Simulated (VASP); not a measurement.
CaSe: single point with PBEsol

Crystal: CaSe.

```xyz
2
Lattice="2.9345 2.9345 0.0000 -2.9345 2.9345 0.0000 0.0000 2.9345 2.9345" Properties=species:S:1:pos:R:3 pbc="T T T"
Ca    0.0000    0.0000    0.0000
Se    0.0000    2.9345    0.0000
```

* Program: VASP 6.6.1
* Task: single point
* Functional: PBEsol
* Potentials or basis: VASP PAW PBE potentials, release 64 (Ca_sv, Se)
* Cutoff: 520 eV
* k mesh: 12 × 12 × 12
* Occupations: fermi-dirac, width 0.08 eV
* Spin: no spin polarisation
* Dipole correction: no
* Further INCAR settings: ALGO = Normal; EDIFF = 1e-07; NBANDS = 15

* Pressure: 0.2 GPa
* Band gap on the k mesh: 1.87 eV (least direct gap 2.84 eV)

Levels at points of the mesh, in eV from the valence-band top:
```tsv
k point	band 5	band 6	band 7	band 8	band 9	band 10	band 11	band 12
(0.00, 0.00, 0.00)	-11.91	0.00	0.00	0.00	3.31	3.64	3.64	3.64
(0.50, 0.00, 0.00)	-11.15	-3.43	-1.27	-1.27	4.42	5.51	5.54	5.54
(0.50, 0.50, 0.00)	-11.30	-2.62	-0.97	-0.97	1.87	5.04	5.07	6.11
```

It took 41 s on 1 thread of Intel(R) Xeon(R) Platinum 8259CL CPU @ 2.50GHz (Skylake/Cascade Lake) (shared host), peak memory 0.21 GiB.

Caveat: the PAW data sets were made with another functional, which shifts forces and pressure a little. A k mesh can miss the band edges.
